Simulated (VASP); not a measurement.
# PbSe (I4/mmm) in VASP: notebook, part 2 of 2

VASP 6.6.1. Earlier steps stand in the parts before.

## 3. Single point, PBEsol (equal xx and yy strain of -2 %)

File INCAR:

```
SYSTEM = PbSe
PREC = Accurate ; ENCUT = 520
EDIFF = 1E-6 ; ISMEAR = -1
SIGMA = 0.01 ; LREAL = .FALSE.
LASPH = .TRUE. ; NELM = 100
ALGO = Normal ; ISIF = 2
LWAVE = .FALSE. ; LCHARG = .FALSE.
GGA = PS ; NBANDS = 17
```

File KPOINTS:

```
regular mesh
0
G
  9 9 9
  0 0 0
```

File POSCAR:

```
PbSe
1.0
    0.0000000000      3.0009070000      3.0621500000
    3.0009070000      0.0000000000      3.0621500000
    3.0009070000      3.0009070000      0.0000000000
Pb Se
1 1
Direct
    0.0000000000      0.0000000000      0.0000000000
    0.5000000000      0.5000000000      0.5000000000
```

Potentials or basis: VASP PAW PBE potentials, release 64 (Pb_d, Se).

Command:

```
> cat potpaw_PBE.64/Pb_d/POTCAR potpaw_PBE.64/Se/POTCAR > POTCAR
> mpirun -np 1 vasp_std > vasp.out
```

OUTCAR:

```text
SYSTEM = PbSe
   PREC = Accurate
   ENCUT = 520
   EDIFF = 1E-6
   ISMEAR = -1
   LREAL = .FALSE.
   LASPH = .TRUE.
   NELM = 100
   ISIF = 2
   GGA = PS

 ion  position               nearest neighbor table
   1  0.000  0.000  0.000-   2 3.00   2 3.00   2 3.00   2 3.00   2 3.06   2 3.06
   2  0.500  0.500  0.500-   1 3.00   1 3.00   1 3.00   1 3.00   1 3.06   1 3.06

  LATTYP: Found a body centered tetragonal cell.
 ALAT       =     4.2439233788
 C/A-ratio  =     1.4430750636

  Lattice vectors:

 A1 = (  -3.0009070000,   0.0000000000,   3.0621500000)
 A2 = (   3.0009070000,   0.0000000000,   3.0621500000)
 A3 = (   0.0000000000,   3.0009070000,  -3.0621500000)

Analysis of symmetry for initial positions (statically):
=====================================================================
 Subroutine PRICEL returns:
 Original cell was already a primitive cell.

 Routine SETGRP: Setting up the symmetry group for a
 body centered tetragonal supercell.

 Subroutine GETGRP returns: Found 16 space group operations
 (whereof 16 operations were pure point group operations)
 out of a pool of 16 trial point group operations.

[... 160 lines left out ...]

 E-fermi :   5.3968     XC(G=0):  -9.8988

 val. band max:        5.1889010389   @ k =   0.4444  -0.0000   0.0000
 cond. band min:       5.8019933986   @ k =   0.4444  -0.0000   0.0000
 fundamental gap:      0.6130923597
 Fermi energy:         5.3967650156

 k-point     1 :       0.0000    0.0000    0.0000
  band No.  band energies     occupation
      1     -11.4213      2.00000
      2     -11.4157      2.00000
      3     -11.4157      2.00000
      4     -11.4123      2.00000
      5     -11.4103      2.00000
      6      -8.5475      2.00000
[... 457 lines left out ...]
      4     -11.3661      2.00000
      5     -11.3661      2.00000
      6      -7.0702      2.00000
[... 9 lines left out ...]
     16      17.1818      0.00000
     17      18.0017      0.00000

 [... further k-points ...]

------------------------ aborting loop because EDIFF is reached ----------------------------------------

  FORCE on cell =-STRESS in cart. coord.  units (eV):
  Direction    XX          YY          ZZ          XY          YZ          ZX
  --------------------------------------------------------------------------------------
  -------------------------------------------------------------------------------------
  Total        0.9201835      0.9201835     -0.0522506      0.0000000      0.0000000      0.0000000
  in kB       26.7315111     26.7315111     -1.5178893      0.0000000      0.0000000      0.0000000
  external PRESSURE =      17.3150443 kB  Pullay stress =       0.0000000 kB

 VOLUME and BASIS-vectors are now :
 -----------------------------------------------------------------------------
  energy-cutoff  :      520.00
  volume of cell :       55.15
      direct lattice vectors                 reciprocal lattice vectors
     0.000000000  3.000907000  3.062150000    -0.166616293  0.166616293  0.163283967
     3.000907000  0.000000000  3.062150000     0.166616293 -0.166616293  0.163283967
     3.000907000  3.000907000  0.000000000     0.166616293  0.166616293 -0.163283967

 POSITION                                       TOTAL-FORCE (eV/Angst)
 -----------------------------------------------------------------------------------
      0.00000      0.00000      0.00000         0.000000      0.000000     -0.000000
      3.00091      3.00091      3.06215        -0.000000     -0.000000      0.000000
 -----------------------------------------------------------------------------------
    total drift:                                0.000000     -0.000000     -0.000000

  FREE ENERGIE OF THE ION-ELECTRON SYSTEM (eV)
  ---------------------------------------------------
  free  energy   TOTEN  =        -8.9022107859 eV

  energy  without entropy=       -8.9022107859  energy(sigma->0) =       -8.90221079
```

OSZICAR:

```text
N       E                     dE             d eps       ncg     rms          rms(c)
DAV:   1     0.156200736699E+03    0.15620E+03   -0.95834E+03  2566   0.121E+03
DAV:   2     0.203356918622E+01   -0.15417E+03   -0.14880E+03  2757   0.308E+02
DAV:   3    -0.888850413148E+01   -0.10922E+02   -0.10706E+02  3247   0.878E+01
DAV:   4    -0.913834279721E+01   -0.24984E+00   -0.24967E+00  3175   0.147E+01
DAV:   5    -0.914687602503E+01   -0.85332E-02   -0.85327E-02  3668   0.265E+00    0.277E+00
DAV:   6    -0.890970468602E+01    0.23717E+00   -0.56511E-01  4040   0.573E+00    0.161E+00
DAV:   7    -0.890192843556E+01    0.77763E-02   -0.96358E-02  3238   0.161E+00    0.822E-01
DAV:   8    -0.890245682801E+01   -0.52839E-03   -0.91956E-03  3241   0.106E+00    0.106E-01
DAV:   9    -0.890219667197E+01    0.26016E-03   -0.18384E-03  4023   0.420E-01    0.429E-02
DAV:  10    -0.890221171595E+01   -0.15044E-04   -0.12975E-04  2977   0.688E-02    0.149E-02
DAV:  11    -0.890221088598E+01    0.82997E-06   -0.28125E-05  3624   0.538E-02    0.645E-03
DAV:  12    -0.890221078593E+01    0.10005E-06   -0.16823E-06  2562   0.136E-02
   1 F= -.89022108E+01 E0= -.89022108E+01  d E =-.448961E-11
```

Run time: 36 s. Hardware: 1 thread of Intel Xeon Platinum 8488C (Sapphire Rapids), shared host; peak memory 0.22 GiB.

Results:

```
Free energy            : -8.9022 eV
Pressure               : 1.7 GPa
Band gap on the k mesh : 0.61 eV, direct
```

Levels at points of the mesh, in eV from the valence-band top:
```csv
k point,band 6,band 7,band 8,band 9,band 10,band 11,band 12,band 13,band 14,band 15
"(0.00, 0.00, 0.00)",-13.74,-6.05,-1.90,-1.90,-1.72,4.66,5.14,5.14,6.50,6.62
```

Caveat: the cell differs from its parent crystal (equal xx and yy strain of -2 %); the PAW data sets were made with another functional, which shifts forces and pressure a little; spin-orbit coupling is left out, which moves the levels of the heavy elements.

## 4. Single point, PBEsol (zz strain of -2 %)

File INCAR:

```
SYSTEM = PbSe
ALGO = Normal ; EDIFF = 1E-7
ENCUT = 520 ; GGA = PS
ISIF = 2 ; ISMEAR = -1
LASPH = .True. ; LCHARG = .False.
LREAL = .False. ; LWAVE = .False.
NBANDS = 17 ; NELM = 60
PREC = Accurate ; SIGMA = 0.01
```

File KPOINTS:

```
k-points
0
Gamma
  9 9 9
  0 0 0
```

File POSCAR:

```
PbSe
1.0
    0.0000000000      3.0621500000      3.0009070000
    3.0621500000      0.0000000000      3.0009070000
    3.0621500000      3.0621500000      0.0000000000
Pb Se
1 1
Direct
    0.0000000000      0.0000000000      0.0000000000
    0.5000000000      0.5000000000      0.5000000000
```

Command:

```
> cat potpaw_PBE.64/Pb_d/POTCAR potpaw_PBE.64/Se/POTCAR > POTCAR
> mpirun -np 1 vasp_std > vasp.out
```

Run time: 36 s. Hardware: 1 thread of Intel Xeon Platinum 8488C (Sapphire Rapids), shared host; peak memory 0.22 GiB.

The run converged. Its results:

* Free energy: -8.9103 eV
* Pressure: 0.6 GPa
* Band gap on the k mesh: 0.62 eV, direct

Stress tensor (GPa, compression positive):
```
-0.36  0.00  0.00
 0.00 -0.36  0.00
 0.00  0.00  2.41
```

Levels at points of the mesh, in eV from the valence-band top:
```
           k point  band 7  band 8  band 9  band 10  band 11  band 12  band 13  band 14
(0.00, 0.00, 0.00)   -6.10   -1.88   -1.69    -1.69     4.76     4.76     5.25     6.57
```

Caveat: the cell differs from its parent crystal (zz strain of -2 %); the PAW data sets were made with another functional, which shifts forces and pressure a little; spin-orbit coupling is left out, which moves the levels of the heavy elements.

## 5. Single point, PBEsol (equal xx and yy strain of -1 %)

File INCAR:

```
SYSTEM = PbSe
PREC = Accurate
ENCUT = 520
EDIFF = 1E-7
ISMEAR = -1
SIGMA = 0.01
LREAL = .False.
LASPH = .True.
NELM = 60
ALGO = Normal
ISIF = 2
LWAVE = .False.
LCHARG = .True.
GGA = PS
LELF = .True.
LVHAR = .True.
NBANDS = 17
```

File KPOINTS:

```
Automatic mesh
0
Gamma
  9 9 9
  0 0 0
```

File POSCAR:

```
PbSe
1.0
    0.0000000000      3.0315285000      3.0621500000
    3.0315285000      0.0000000000      3.0621500000
    3.0315285000      3.0315285000      0.0000000000
Pb Se
1 1
Direct
    0.0000000000      0.0000000000      0.0000000000
    0.5000000000      0.5000000000      0.5000000000
```

Command:

```
> cat potpaw_PBE.64/Pb_d/POTCAR potpaw_PBE.64/Se/POTCAR > POTCAR
> mpirun -np 1 vasp_std > vasp.out
```

Run time: 30 s. Hardware: 1 thread of Intel Xeon Platinum 8488C (Sapphire Rapids), shared host; peak memory 0.22 GiB.

Results (log left out):

* Free energy: -8.9152 eV
* Pressure: 0.5 GPa
* Band gap on the k mesh: 0.63 eV, direct

Stress tensor (GPa, compression positive):
```
 0.94  0.00  0.00
 0.00  0.94  0.00
 0.00  0.00 -0.36
```

Levels at points of the mesh, in eV from the valence-band top:
```tsv
k point	band 7	band 8	band 9	band 10	band 11	band 12	band 13	band 14
(0.00, 0.00, 0.00)	-6.09	-1.78	-1.78	-1.69	4.77	5.00	5.00	6.58
```

Caveat: the cell differs from its parent crystal (equal xx and yy strain of -1 %); the PAW data sets were made with another functional, which shifts forces and pressure a little; spin-orbit coupling is left out, which moves the levels of the heavy elements. A k mesh can miss the band edges.

## 6. Overview

```csv
cell,gap on the mesh (eV),pressure (GPa)
"a = 4.266, b = 4.266, c = 4.201 Å, angles 60.5, 60.5, 59.0°, 2 atoms",0.60,3.1
"a = 4.287, b = 4.287, c = 4.244 Å, angles 60.3, 60.3, 59.3°, 2 atoms",0.61,1.7
"a = 4.287, b = 4.287, c = 4.331 Å, angles 59.7, 59.7, 60.7°, 2 atoms",0.62,0.6
"a = 4.309, b = 4.309, c = 4.287 Å, angles 60.2, 60.2, 59.7°, 2 atoms",0.63,0.5
```

Alike in all rows: task single point; level PBEsol; potentials or basis VASP PAW PBE potentials, release 64 (Pb_d, Se); no spin polarisation; k mesh 9 × 9 × 9; cutoff (eV) 520; smearing fermi-dirac 0.01 eV.

Caveats: the PAW data sets were made with another functional, which shifts forces and pressure a little; spin-orbit coupling is left out, which moves the levels of the heavy elements.

Total energies depend on the potentials used, so only differences within one code and one set of settings carry meaning.
